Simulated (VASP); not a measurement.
# Au (I4/mmm) in VASP: a series of runs

Runs on Au. Level: PBEsol. Tasks: single point.

Everything below comes from runs of VASP 6.6.1. Logs are shortened: lines on timing, memory, paths and dates and some standing lists are left out, and cuts for length are marked.

**1. The cell of the first run**

Symmetry: I4/mmm, No. 139, tetragonal system. Conventional cell: a = 3.414 Å, b = 3.414 Å, c = 3.265 Å, α = 90.00°, β = 90.00°, γ = 90.00°. Au (site symmetry 4/mmm) has 14 Au at 2.91 to 3.41 Å within 3.8 Å.

**2. Single point, PBEsol (strain +0.030 along x and y, -0.015 along z)**

Input file INCAR:

```
ALGO = Fast ; EDIFF = 1E-6
ENCUT = 520 ; GGA = PS
ISIF = 2 ; ISMEAR = 0
LASPH = T ; LCHARG = F
LREAL = F ; LWAVE = F
NBANDS = 12 ; NELM = 80
PREC = Accurate ; SIGMA = 0.15
```

Input file KPOINTS:

```
k-points
0
Gamma
  20 20 20
```

Input file POSCAR:

```
Au
1.0
   -1.7069870700      1.7069870700      1.6324099650
    1.7069870700     -1.7069870700      1.6324099650
    1.7069870700      1.7069870700     -1.6324099650
Au
1
Direct
    0.0000000000      0.0000000000      0.0000000000
```

Potentials or basis: VASP PAW PBE potentials, release 64 (Au).

Launch:

```bash
$ cat potpaw_PBE.64/Au/POTCAR > POTCAR
$ mpirun -np 1 vasp_std > vasp.out
```

OUTCAR:

```text
EDIFF = 1E-6
   ENCUT = 520
   GGA = PS
   ISIF = 2
   ISMEAR = 0
   LASPH = T
   LREAL = F
   NELM = 80
   PREC = Accurate

 ion  position               nearest neighbor table
   1  0.000  0.000  0.000-

  LATTYP: Found a body centered tetragonal cell.
 ALAT       =     3.4139741400
 C/A-ratio  =     0.9563106796

  Lattice vectors:

 A1 = (  -1.7069870700,   1.7069870700,   1.6324099650)
 A2 = (   1.7069870700,  -1.7069870700,   1.6324099650)
 A3 = (   1.7069870700,   1.7069870700,  -1.6324099650)

Analysis of symmetry for initial positions (statically):
=====================================================================
 Subroutine PRICEL returns:
 Original cell was already a primitive cell.

 Routine SETGRP: Setting up the symmetry group for a
 body centered tetragonal supercell.

 Subroutine GETGRP returns: Found 16 space group operations
 (whereof 16 operations were pure point group operations)
 out of a pool of 16 trial point group operations.

The static configuration has the point symmetry D_4h.

Analysis of symmetry for dynamics (positions and initial velocities):
=====================================================================
 Subroutine PRICEL returns:
 Original cell was already a primitive cell.

 Routine SETGRP: Setting up the symmetry group for a
 body centered tetragonal supercell.

 Subroutine GETGRP returns: Found 16 space group operations
 (whereof 16 operations were pure point group operations)
 out of a pool of 16 trial point group operations.

The dynamic configuration has the point symmetry D_4h.

 Subroutine INISYM returns: Found 16 space group operations
 (whereof 16 operations are pure point group operations),
 and found     1 'primitive' translations

----------------------------------------------------------------------------------------

                                     Primitive cell

  volume of cell :      19.0261

  direct lattice vectors                    reciprocal lattice vectors
    -1.706987070  1.706987070  1.632409965     0.000000000  0.292913759  0.306295606
     1.706987070 -1.706987070  1.632409965     0.292913759  0.000000000  0.306295606
     1.706987070  1.706987070 -1.632409965     0.292913759  0.292913759  0.000000000

  length of vectors
     2.914167464  2.914167464  2.914167464     0.423810652  0.423810652  0.414242611

  position of ions in fractional coordinates (direct lattice)
     0.000000000  0.000000000  0.000000000

  ion indices of the primitive-cell ions
   primitive index   ion index
                 1           1

----------------------------------------------------------------------------------------

 KPOINTS: k-points

Automatic generation of k-mesh.
 Grid dimensions read from file:
 generate k-points for:   20   20   20

 Generating k-lattice:

  Cartesian coordinates                     Fractional coordinates (reciprocal lattice)
     0.000000000  0.014645688  0.015314780     0.050000000  0.000000000  0.000000000
     0.014645688  0.000000000  0.015314780     0.000000000  0.050000000  0.000000000
     0.014645688  0.014645688  0.000000000     0.000000000  0.000000000  0.050000000

  Length of vectors
     0.021190533  0.021190533  0.020712131

  Shift w.r.t. Gamma in fractional coordinates (k-lattice)
     0.000000000  0.000000000  0.000000000

 Subroutine IBZKPT returns following result:
 ===========================================

 Found    641 irreducible k-points:

 Following reciprocal coordinates:
            Coordinates               Weight
  0.000000  0.000000  0.000000      1.000000
  0.050000  0.000000  0.000000      8.000000
  0.100000 -0.000000  0.000000      8.000000
  0.150000  0.000000  0.000000      8.000000
  0.200000 -0.000000  0.000000      8.000000
  0.250000 -0.000000  0.000000      8.000000
[... 16 lines left out ...]
 -0.400000  0.050000  0.000000     16.000000
 -0.350000  0.050000  0.000000     16.000000
 [... further k-points ...]
   k-points           NKPTS =    641   k-points in BZ     NKDIM =    641   number of bands    NBANDS=     12
   number of dos      NEDOS =    301   number of ions     NIONS =      1
   total plane-waves  NPLWV =  13824
   dimension x,y,z NGX =    24 NGY =   24 NGZ =   24
   dimension x,y,z NGXF=    48 NGYF=   48 NGZF=   48
   ions per type =               1
   NGX,Y,Z   is equivalent  to a cutoff of  13.69, 13.69, 13.69 a.u.
   NGXF,Y,Z  is equivalent  to a cutoff of  27.38, 27.38, 27.38 a.u.
 SYSTEM =  unknown system
   PREC   = accura    normal or accurate (medium, high low for compatibility)
   ISTART =      0    job   : 0-new  1-cont  2-samecut
   ICHARG =      2    charge: 1-file 2-atom 10-const
   ISPIN  =      1    spin polarized calculation?
   LNONCOLLINEAR =      F non collinear calculations
   LSORBIT =      F    spin-orbit coupling
   LASPH  =      T    aspherical Exc in radial PAW
   ENCUT  =  520.0 eV  38.22 Ry    6.18 a.u.   5.42  5.42  5.42*2*pi/ulx,y,z
   NELM   =     80;   NELMIN=  2; NELMDL= -5     # of ELM steps
   EDIFF  = 0.1E-05   stopping-criterion for ELM
   LREAL  =      F    real-space projection
   EDIFFG = 0.1E-04   stopping-criterion for IOM
   NSW    =      0    number of steps for IOM
   IBRION =     -1    ionic relax: 0-MD 1-quasi-New 2-CG
   NFREE  =      0    steps in history (QN), initial steepest desc. (CG)
   ISIF   =      2    stress and relaxation
   ISYM   =      2    0-nonsym 1-usesym 2-fastsym
   POTIM  = 0.5000    time-step for ionic-motion
   TEBEG  =    0.0;   TEEND  =   0.0 temperature during run
   PSTRESS=    0.0 pullay stress
   NELECT =      11.0000    total number of electrons
   NUPDOWN=      -1.0000    fix difference up-down
   EMIN   =  10.00;   EMAX   =-10.00  energy-range for DOS
   EFERMI =   0.00;   METHOD = LEGACY
   ISMEAR =     0;   SIGMA  =   0.15  broadening in eV -4-tet -1-fermi 0-gaus
   EFERMI_NEDOS =   21; number of points for ismear=-14 and -15
   IALGO  =     68    algorithm
   IMIX   =      4    mixing-type and parameters
     AMIX     =   0.40;   BMIX     =  1.00
     AMIX_MAG =   1.60;   BMIX_MAG =  1.00
  volume/ion in A,a.u.               =      19.03       128.39
  Fermi-wavevector in a.u.,A,eV,Ry     =   1.363816  2.577239 25.306761  1.859994
  Thomas-Fermi vector in A             =   2.490186
   LORBIT       =      0    0 simple, 1 ext, 2 COOP (PROOUT), +10 PAW based schemes
   GGA     = PS    functional components
   LHFCALC =     F    Hartree Fock is set to
   AEXX    =    0.0000 exact exchange contribution
   IVDW    =     0    specifies the selected vdW correction
   LEPSILON=     F    determine dielectric tensor
   LRPA    =     F    only Hartree local field effects (RPA)
 non-spin polarized calculation
 RMM-DIIS sequential band-by-band and
 Gauss-broadening in eV      SIGMA  =   0.15
  energy-cutoff  :      520.00
  volume of cell :       19.03
 maximum number of plane-waves:       530
 NGX is ok and might be reduce to    24
   NGX = 11   NGY = 11   NGZ = 11

 number of electron      11.0000000 magnetization

 Free energy of the ion-electron system (eV)
  ---------------------------------------------------
  ext. energy  EPLUGINS =         0.00000000
  ---------------------------------------------------
  free energy    TOTEN  =        -3.80751489 eV

  energy without entropy =       -3.80313142  energy(sigma->0) =       -3.80532315

 E-fermi :   7.5905     XC(G=0): -12.2427

 val. band max:        7.5594303609   @ k =  -0.3000   0.4000   0.2500
 cond. band min:       7.5908496048   @ k =   0.4000   0.0500   0.0500
 fundamental gap:      0.0314192439
 Fermi energy:         7.5905433987

 k-point     1 :       0.0000    0.0000    0.0000
  band No.  band energies     occupation
      1      -1.2509      2.00000
      2       3.0989      2.00000
      3       3.3528      2.00000
      4       3.3528      2.00000
      5       4.7267      2.00000
      6       5.0251      2.00000
      7      23.7194      0.00000
      8      23.7194      0.00000
      9      24.5065      0.00000
     10      29.5302      0.00000
     11      29.5302      0.00000
     12      30.7626      0.00000

 k-point     2 :       0.0500    0.0000    0.0000
  band No.  band energies     occupation
      1      -1.1655      2.00000
      2       3.1107      2.00000
      3       3.3533      2.00000
      4       3.3708      2.00000
      5       4.7262      2.00000
      6       5.0013      2.00000
      7      23.7289      0.00000
      8      23.8184      0.00000
      9      24.4525      0.00000
     10      28.6951      0.00000
     11      29.2213      0.00000
     12      29.6437      0.00000

 k-point     3 :       0.1000   -0.0000    0.0000
  band No.  band energies     occupation
      1      -0.9140      2.00000
      2       3.0893      2.00000
      3       3.3523      2.00000
      4       3.4828      2.00000
      5       4.7225      2.00000
      6       4.9460      2.00000
      7      23.6590      0.00000
      8      24.1068      0.00000
      9      24.1622      0.00000
     10      27.4505      0.00000
     11      28.3150      0.00000
     12      28.3870      0.00000

 k-point     4 :       0.1500    0.0000    0.0000
  band No.  band energies     occupation
      1      -0.5128      2.00000
      2       2.9979      2.00000
      3       3.3480      2.00000
      4       3.7271      2.00000
      5       4.7100      2.00000
      6       4.8998      2.00000
      7      22.9039      0.00000
      8      23.6000      0.00000
      9      24.5559      0.00000
     10      26.5283      0.00000
     11      27.2218      0.00000
     12      27.7174      0.00000

 k-point     5 :       0.2000   -0.0000    0.0000
  band No.  band energies     occupation
      1       0.0005      2.00000
      2       2.8664      2.00000
      3       3.3596      2.00000
      4       4.0739      2.00000
      5       4.6960      2.00000
      6       4.8939      2.00000
      7      21.1650      0.00000
      8      22.9163      0.00000
      9      25.0705      0.00000
     10      25.9582      0.00000
     11      26.2341      0.00000
     12      27.9267      0.00000
[... 228 lines left out ...]
      1       1.2983      2.00000
      2       2.2888      2.00000
      3       4.7892      2.00000
      4       5.0672      2.00000
      5       5.9236      2.00000
      6       7.5320      1.41886
      7      10.8673      0.00000
      8      19.4909      0.00000
      9      20.1808      0.00000
     10      27.5696      0.00000
     11      28.1824      0.00000
     12      30.1335      0.00000

 k-point    22 :      -0.4500    0.0500    0.0000
  band No.  band energies     occupation
      1       1.3095      2.00000
      2       2.3315      2.00000
      3       4.7863      2.00000
      4       4.9685      2.00000
      5       5.6242      2.00000
      6       6.6507      2.00000
      7      12.2408      0.00000
      8      19.7101      0.00000
      9      20.5428      0.00000
     10      27.4256      0.00000
     11      27.9891      0.00000
     12      30.4959      0.00000

 k-point    23 :      -0.4000    0.0500    0.0000
  band No.  band energies     occupation
      1       1.2944      2.00000
      2       2.4124      2.00000
      3       4.5625      2.00000
      4       4.8453      2.00000
      5       5.1655      2.00000
      6       5.9097      2.00000
      7      14.0413      0.00000
      8      20.1353      0.00000
      9      21.2225      0.00000
     10      27.1534      0.00000
     11      27.6708      0.00000
     12      31.0318      0.00000

 k-point    24 :      -0.3500    0.0500    0.0000
  band No.  band energies     occupation
      1       1.1673      2.00000
      2       2.5251      2.00000
      3       3.9480      2.00000
      4       4.7653      2.00000
      5       4.9884      2.00000
      6       5.3569      2.00000
      7      16.0213      0.00000
      8      20.7348      0.00000
      9      22.1399      0.00000
     10      26.7146      0.00000
     11      27.3853      0.00000
     12      30.4843      0.00000

 [... further k-points ...]
[... 5 lines left out ...]
  --------------------------------------------------------------------------------------
  -------------------------------------------------------------------------------------
  Total       -1.6271520     -1.6271520     -1.6872132      0.0000000      0.0000000      0.0000000
  in kB     -137.0215961   -137.0215961   -142.0793193      0.0000000      0.0000000      0.0000000
  external PRESSURE =    -138.7075038 kB  Pullay stress =       0.0000000 kB

 VOLUME and BASIS-vectors are now :
 -----------------------------------------------------------------------------
  energy-cutoff  :      520.00
  volume of cell :       19.03
      direct lattice vectors                 reciprocal lattice vectors
    -1.706987070  1.706987070  1.632409965     0.000000000  0.292913759  0.306295606
     1.706987070 -1.706987070  1.632409965     0.292913759  0.000000000  0.306295606
     1.706987070  1.706987070 -1.632409965     0.292913759  0.292913759  0.000000000

 POSITION                                       TOTAL-FORCE (eV/Angst)
 -----------------------------------------------------------------------------------
      0.00000      0.00000      0.00000        -0.000000     -0.000000     -0.000000
 -----------------------------------------------------------------------------------
    total drift:                                0.000000      0.000000      0.000000

  FREE ENERGIE OF THE ION-ELECTRON SYSTEM (eV)
  ---------------------------------------------------
  free  energy   TOTEN  =        -3.8075148861 eV

  energy  without entropy=       -3.8031314174  energy(sigma->0) =       -3.80532315
```

Wall time 62 s (1 thread of Intel Xeon Platinum 8488C (Sapphire Rapids), shared host); peak memory 0.26 GiB.

What came out:

| Item | Value |
| --- | --- |
| Free energy | -3.8075 eV |
| Pressure | -13.9 GPa |

Levels at points of the mesh, in eV from the Fermi level:
```csv
k point,band 2,band 3,band 4,band 5,band 6,band 7,band 8,band 9,band 10,band 11
"(0.00, 0.00, 0.00)",-4.49,-4.24,-4.24,-2.86,-2.57,16.13,16.13,16.92,21.94,21.94
"(0.50, 0.00, 0.00)",-5.32,-2.80,-2.43,-1.43,-0.19,3.03,11.99,12.76,19.77,20.51
"(0.50, 0.50, 0.00)",-5.05,-3.04,-2.63,-1.47,-0.43,2.69,12.65,13.73,21.06,21.14
"(0.50, 0.50, 0.50)",-5.94,-1.78,-1.78,-1.70,5.70,5.70,6.93,8.31,14.38,15.31
```

Caveat: the cell differs from its parent crystal (strain +0.030 along x and y, -0.015 along z); the PAW data sets were made with another functional, which shifts forces and pressure a little; spin-orbit coupling is left out, which moves the levels of the heavy elements.

(Continued in part 2 of 3.)
